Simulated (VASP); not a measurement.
**MgS: single point with PBEsol**

MgS:

```xyz
2
Lattice="0.0000 2.6667 2.7317 2.6667 0.0000 2.7317 2.6667 2.6667 0.0000" Properties=species:S:1:pos:R:3 pbc="T T T"
Mg    0.0000    0.0000    0.0000
S     2.6667    2.6667    2.7317
```

This cell differs from its parent crystal: strain +0.025 along x and y, +0.050 along z.

```
Program             : VASP 6.6.1
Task                : single point
Functional          : PBEsol
Potentials or basis : VASP PAW PBE potentials, release 64 (Mg, S)
Cutoff              : 600 eV
k mesh              : 8 × 8 × 8
Occupations         : gaussian, width 0.05 eV
Spin                : no spin polarisation
```

The pressure is -7.0 GPa. The band gap on the k mesh is 2.40 eV, indirect (least direct gap 2.81 eV).

Stress tensor (GPa, compression positive):
```
-6.58  0.00  0.00
 0.00 -6.58  0.00
 0.00  0.00 -7.85
```

Levels at points of the mesh, in eV from the valence-band top:
| k point | band 1 | band 2 | band 3 | band 4 | band 5 | band 6 | band 7 | band 8 |
| --- | --- | --- | --- | --- | --- | --- | --- | --- |
| (0.00, 0.00, 0.00) | -12.23 | -0.10 | -0.10 | 0.00 | 2.81 | 7.68 | 7.91 | 7.91 |
| (0.50, 0.00, 0.00) | -11.14 | -4.46 | -0.59 | -0.53 | 4.18 | 6.53 | 6.75 | 8.96 |
| (0.50, 0.50, 0.00) | -10.88 | -3.84 | -1.50 | -1.50 | 2.51 | 4.50 | 10.71 | 12.33 |
| (0.50, 0.00, 0.50) | -10.81 | -3.83 | -1.69 | -1.49 | 2.40 | 4.42 | 10.96 | 11.87 |

Run time: 45 s on 1 thread of Intel Xeon 8259CL, on a shared host, peak memory 0.19 GiB.

Caveat: the cell differs from its parent crystal (strain +0.025 along x and y, +0.050 along z); the PAW data sets were made with another functional, which shifts forces and pressure a little. A k mesh can miss the band edges.
